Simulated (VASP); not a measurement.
# H15C2NO6 in VASP: further runs, part 3 of 3

VASP 6.6.1. Earlier steps stand in the parts before.

## (5) Single point, PBE

INCAR

```
SYSTEM = H15C2NO6
PREC = Accurate
ENCUT = 520
EDIFF = 1E-6
ISMEAR = -1
SIGMA = 0.05
LREAL = Auto
LASPH = .TRUE.
NELM = 80
ALGO = Normal
ISIF = 2
LWAVE = .FALSE.
LCHARG = .FALSE.
GGA = PE
NBANDS = 50
```

KPOINTS

```
regular mesh
0
G
  1 1 1
  0 0 0
```

POSCAR

```
H15C2NO6
1.0
    6.4392770000      0.0000000000      0.0000000000
    0.0000000000      6.4392770000      0.0000000000
    0.0000000000      0.0000000000      6.4392770000
O H C N
6 15 2 1
Direct
    0.6914596157      0.1869309241      0.6377889940
    0.3583942731      0.2817241749      0.1768210934
    0.4532496428      0.6063568938      0.8651903001
    0.1491316494      0.4304831117      0.4765597131
    0.7962229300      0.6526198516      0.4599118814
    0.4251874861      0.8365690744      0.2523264646
    0.8219090435      0.2614113355      0.6392332555
    0.6856204509      0.1316296845      0.4978819827
    0.3897642546      0.3656932292      0.0401287287
    0.4450810238      0.1644283978      0.1725814870
    0.4838431395      0.7113686832      0.9725470732
    0.5695825789      0.5940263169      0.7801186375
    0.2012027127      0.3904941502      0.6199609055
    0.2014356581      0.3275523013      0.3831641347
    0.6964601771      0.5489125565      0.4210721173
    0.9289707525      0.6162648384      0.4234015713
    0.3243842438      0.7695739755      0.3412184318
    0.5688526833      0.7971547116      0.3055777846
    0.0099545337     -0.1752991834      0.7408440420
    0.2362221721     -0.0649607091      0.8670383337
    0.1161310501     -0.3032793899      0.9585858785
    0.0810960609     -0.1506380297      0.8904105228
   -0.0573511591     -0.0529407261      1.0333147650
   -0.1317694518      0.0134797742      1.1838906759
```

Potentials or basis: VASP PAW PBE potentials, release 64 (O, H, C, N).

Started as:

```sh
$ cat potpaw_PBE.64/O/POTCAR potpaw_PBE.64/H/POTCAR potpaw_PBE.64/C/POTCAR potpaw_PBE.64/N/POTCAR > POTCAR
$ mpirun -np 1 vasp_gam > vasp.out
```

OUTCAR:

```text
SYSTEM = H15C2NO6
   PREC = Accurate
   ENCUT = 520
   EDIFF = 1E-6
   ISMEAR = -1
   LREAL = Auto
   LASPH = .TRUE.
   NELM = 80
   ISIF = 2
   GGA = PE

 ion  position               nearest neighbor table
   1  0.691  0.187  0.638-   7 0.97   8 0.97
   2  0.358  0.282  0.177-  10 0.94   9 1.05
   3  0.453  0.606  0.865-  12 0.93  11 0.99
   4  0.149  0.430  0.477-  14 0.96  13 1.02
   5  0.796  0.653  0.460-  16 0.92  15 0.96
   6  0.425  0.837  0.252-  17 0.97  18 1.02
   7  0.822  0.261  0.639-   1 0.97
   8  0.686  0.132  0.498-   1 0.97
   9  0.390  0.366  0.040-   2 1.05
  10  0.445  0.164  0.173-   2 0.94
  11  0.484  0.711  0.973-   3 0.99
  12  0.570  0.594  0.780-   3 0.93
  13  0.201  0.390  0.620-   4 1.02
  14  0.201  0.328  0.383-   4 0.96
  15  0.696  0.549  0.421-   5 0.96
  16  0.929  0.616  0.423-   5 0.92
  17  0.324  0.770  0.341-   6 0.97
  18  0.569  0.797  0.306-   6 1.02
  19  0.010  0.825  0.741-  22 1.08
  20  0.236  0.935  0.867-  22 1.15
  21  0.116  0.697  0.959-  22 1.10
  22  0.081  0.849  0.890-  19 1.08  21 1.10  20 1.15  23 1.43
  23  0.943  0.947  0.033-  24 1.16  22 1.43
  24  0.868  0.013  0.184-  23 1.16

  LATTYP: Found a simple cubic cell.
 ALAT       =     6.4392770000

  Lattice vectors:

 A1 = (   6.4392770000,   0.0000000000,   0.0000000000)
 A2 = (   0.0000000000,   6.4392770000,   0.0000000000)
 A3 = (   0.0000000000,   0.0000000000,   6.4392770000)

Analysis of symmetry for initial positions (statically):
=====================================================================
 Subroutine PRICEL returns:
 Original cell was already a primitive cell.

 Routine SETGRP: Setting up the symmetry group for a
 simple cubic supercell.

 Subroutine GETGRP returns: Found  1 space group operations
 (whereof  1 operations were pure point group operations)
 out of a pool of 48 trial point group operations.

The static configuration has the point symmetry C_1 .

Analysis of symmetry for dynamics (positions and initial velocities):
=====================================================================
 Subroutine PRICEL returns:
 Original cell was already a primitive cell.

 Routine SETGRP: Setting up the symmetry group for a
 simple cubic supercell.

 Subroutine GETGRP returns: Found  1 space group operations
 (whereof  1 operations were pure point group operations)
 out of a pool of 48 trial point group operations.

The dynamic configuration has the point symmetry C_1 .

 Subroutine INISYM returns: Found  1 space group operations
 (whereof  1 operations are pure point group operations),
 and found     1 'primitive' translations

----------------------------------------------------------------------------------------

                                     Primitive cell

  volume of cell :     267.0000

  direct lattice vectors                    reciprocal lattice vectors
     6.439277000  0.000000000  0.000000000     0.155296938  0.000000000  0.000000000
     0.000000000  6.439277000  0.000000000     0.000000000  0.155296938  0.000000000
     0.000000000  0.000000000  6.439277000     0.000000000  0.000000000  0.155296938

  length of vectors
     6.439277000  6.439277000  6.439277000     0.155296938  0.155296938  0.155296938

  position of ions in fractional coordinates (direct lattice)
     0.691459616  0.186930924  0.637788994
     0.358394273  0.281724175  0.176821093
     0.453249643  0.606356894  0.865190300
     0.149131649  0.430483112  0.476559713
     0.796222930  0.652619852  0.459911881
     0.425187486  0.836569074  0.252326465
[... 16 lines left out ...]
     0.942648841  0.947059274  0.033314765
     0.868230548  0.013479774  0.183890676

  ion indices of the primitive-cell ions
   primitive index   ion index
                 1           1
                 2           2
                 3           3
                 4           4
                 5           5
                 6           6
[... 16 lines left out ...]
                23          23
                24          24

----------------------------------------------------------------------------------------

 KPOINTS: regular mesh

Automatic generation of k-mesh.
 Grid dimensions read from file:
 generate k-points for:    1    1    1

 Generating k-lattice:

  Cartesian coordinates                     Fractional coordinates (reciprocal lattice)
     0.155296938  0.000000000  0.000000000     1.000000000  0.000000000  0.000000000
     0.000000000  0.155296938  0.000000000     0.000000000  1.000000000  0.000000000
     0.000000000  0.000000000  0.155296938     0.000000000  0.000000000  1.000000000

  Length of vectors
     0.155296938  0.155296938  0.155296938

  Shift w.r.t. Gamma in fractional coordinates (k-lattice)
     0.000000000  0.000000000  0.000000000

 Subroutine IBZKPT returns following result:
 ===========================================

 Found      1 irreducible k-points:

 Following reciprocal coordinates:
            Coordinates               Weight
  0.000000  0.000000  0.000000      1.000000
   k-points           NKPTS =      1   k-points in BZ     NKDIM =      1   number of bands    NBANDS=     50
   number of dos      NEDOS =    301   number of ions     NIONS =     24
   total plane-waves  NPLWV = 110592
   dimension x,y,z NGX =    48 NGY =   48 NGZ =   48
   dimension x,y,z NGXF=    96 NGYF=   96 NGZF=   96
   ions per type =               6  15   2   1
   NGX,Y,Z   is equivalent  to a cutoff of  12.39, 12.39, 12.39 a.u.
   NGXF,Y,Z  is equivalent  to a cutoff of  24.78, 24.78, 24.78 a.u.
 SYSTEM =  H15C2NO6
   PREC   = accura    normal or accurate (medium, high low for compatibility)
   ISTART =      0    job   : 0-new  1-cont  2-samecut
   ICHARG =      2    charge: 1-file 2-atom 10-const
   ISPIN  =      1    spin polarized calculation?
   LNONCOLLINEAR =      F non collinear calculations
   LSORBIT =      F    spin-orbit coupling
   LASPH  =      T    aspherical Exc in radial PAW
   ENCUT  =  520.0 eV  38.22 Ry    6.18 a.u.  11.97 11.97 11.97*2*pi/ulx,y,z
   NELM   =     80;   NELMIN=  2; NELMDL= -5     # of ELM steps
   EDIFF  = 0.1E-05   stopping-criterion for ELM
   LREAL  =      T    real-space projection
   EDIFFG = 0.1E-04   stopping-criterion for IOM
   NSW    =      0    number of steps for IOM
   IBRION =     -1    ionic relax: 0-MD 1-quasi-New 2-CG
   NFREE  =      0    steps in history (QN), initial steepest desc. (CG)
   ISIF   =      2    stress and relaxation
   ISYM   =      2    0-nonsym 1-usesym 2-fastsym
   POTIM  = 0.5000    time-step for ionic-motion
   TEBEG  =    0.0;   TEEND  =   0.0 temperature during run
   PSTRESS=    0.0 pullay stress
   NELECT =      64.0000    total number of electrons
   NUPDOWN=      -1.0000    fix difference up-down
   EMIN   =  10.00;   EMAX   =-10.00  energy-range for DOS
   EFERMI =   0.00;   METHOD = LEGACY
   ISMEAR =    -1;   SIGMA  =   0.05  broadening in eV -4-tet -1-fermi 0-gaus
   EFERMI_NEDOS =   21; number of points for ismear=-14 and -15
   IALGO  =     38    algorithm
   IMIX   =      4    mixing-type and parameters
     AMIX     =   0.40;   BMIX     =  1.00
     AMIX_MAG =   1.60;   BMIX_MAG =  1.00
  volume/ion in A,a.u.               =      11.13        75.08
  Fermi-wavevector in a.u.,A,eV,Ry     =   1.016946  1.921748 14.070850  1.034178
  Thomas-Fermi vector in A             =   2.150318
   LORBIT       =      0    0 simple, 1 ext, 2 COOP (PROOUT), +10 PAW based schemes
   GGA     = PE    functional components
   LHFCALC =     F    Hartree Fock is set to
   AEXX    =    0.0000 exact exchange contribution
   IVDW    =     0    specifies the selected vdW correction
   LEPSILON=     F    determine dielectric tensor
   LRPA    =     F    only Hartree local field effects (RPA)
 non-spin polarized calculation
  energy-cutoff  :      520.00
  volume of cell :      267.00
 maximum number of plane-waves:      3562
 NGX is ok and might be reduce to    48
   NGX = 23   NGY = 23   NGZ = 23

 number of electron      63.9999997 magnetization

 Free energy of the ion-electron system (eV)
  ---------------------------------------------------
  ext. energy  EPLUGINS =         0.00000000
  ---------------------------------------------------
  free energy    TOTEN  =      -123.30532960 eV

  energy without entropy =     -123.30532960  energy(sigma->0) =     -123.30532960

 E-fermi :  -2.4087     XC(G=0):  -6.6674

 val. band max:       -3.6638303018   @ k =   0.0000   0.0000   0.0000
 cond. band min:       0.9386430495   @ k =   0.0000   0.0000   0.0000
 fundamental gap:      4.6024733513
 Fermi energy:        -2.4087096847

 k-point     1 :       0.0000    0.0000    0.0000
  band No.  band energies     occupation
      1     -22.6200      2.00000
      2     -22.4711      2.00000
      3     -22.0385      2.00000
      4     -21.9846      2.00000
      5     -21.8587      2.00000
      6     -21.5018      2.00000
[... 36 lines left out ...]
     43       6.3815      0.00000
     44       6.4967      0.00000
 [bands above 44 left out]

------------------------ aborting loop because EDIFF is reached ----------------------------------------

  FORCE on cell =-STRESS in cart. coord.  units (eV):
  Direction    XX          YY          ZZ          XY          YZ          ZX
  --------------------------------------------------------------------------------------
  -------------------------------------------------------------------------------------
  Total        3.4166475      3.1727800     -0.1798185     -4.3615779      4.4462053     -3.0802088
  in kB       20.5021513     19.0387846     -1.0790305    -26.1723602     26.6801812    -18.4832960
  external PRESSURE =      12.8206351 kB  Pullay stress =       0.0000000 kB

 VOLUME and BASIS-vectors are now :
 -----------------------------------------------------------------------------
  energy-cutoff  :      520.00
  volume of cell :      267.00
      direct lattice vectors                 reciprocal lattice vectors
     6.439277000  0.000000000  0.000000000     0.155296938  0.000000000  0.000000000
     0.000000000  6.439277000  0.000000000     0.000000000  0.155296938  0.000000000
     0.000000000  0.000000000  6.439277000     0.000000000  0.000000000  0.155296938

 POSITION                                       TOTAL-FORCE (eV/Angst)
 -----------------------------------------------------------------------------------
      4.45250      1.20370      4.10690        -0.348734      0.071394      0.299382
      2.30780      1.81410      1.13860        -0.338735      2.573385     -2.492961
      2.91860      3.90450      5.57120        -1.690399     -0.009224      1.538844
      0.96030      2.77200      3.06870        -0.307776      0.607568      3.168384
      5.12710      4.20240      2.96150        -3.830426      2.047870      1.244452
      2.73790      5.38690      1.62480         1.760727     -0.041645      0.053172
[... 16 lines left out ...]
      6.06998      6.09838      0.21452         0.688591      0.454344      0.671545
      5.59078      0.08680      1.18412        -0.755085      0.453046      0.033113
 -----------------------------------------------------------------------------------
    total drift:                                0.005024      0.003801     -0.018443

  FREE ENERGIE OF THE ION-ELECTRON SYSTEM (eV)
  ---------------------------------------------------
  free  energy   TOTEN  =      -123.3053296047 eV

  energy  without entropy=     -123.3053296047  energy(sigma->0) =     -123.30532960
```

It took 30 s on 1 thread of AMD EPYC 7R13 (Zen 3), shared host; peak memory 0.27 GiB.

Results:

* Free energy: -123.3053 eV
* Pressure: 1.3 GPa
* Largest force: 4.518 eV/Å
* Band gap on the k mesh: 4.60 eV

Forces on the atoms (eV/Å):
```
O   -0.349  0.071  0.299
O   -0.339  2.573 -2.493
O   -1.690 -0.009  1.539
O   -0.308  0.608  3.168
O   -3.830  2.048  1.244
O    1.761 -0.042  0.053
H    0.321  0.176 -0.056
H    0.102 -0.245 -0.328
H   -0.298 -0.994  2.103
H    0.990 -1.720 -0.102
H   -0.165 -0.249 -0.028
H    2.006 -0.226 -1.400
H   -0.449  0.630 -1.701
H    0.812 -0.741 -1.212
H    0.156 -0.897 -0.204
H    3.099 -1.569 -0.876
H   -0.062 -0.347  0.277
H   -1.270  0.438 -0.201
H   -0.281 -0.060 -0.620
H   -1.455 -0.500  0.398
H    0.115  0.018 -0.214
C    1.201  0.130 -0.352
C    0.689  0.454  0.672
N   -0.755  0.453  0.033
```

Stress tensor (GPa, compression positive):
```
 2.05 -2.62 -1.85
-2.62  1.90  2.67
-1.85  2.67 -0.11
```

Caveat: the k points lie up to 0.98 Å⁻¹ apart.
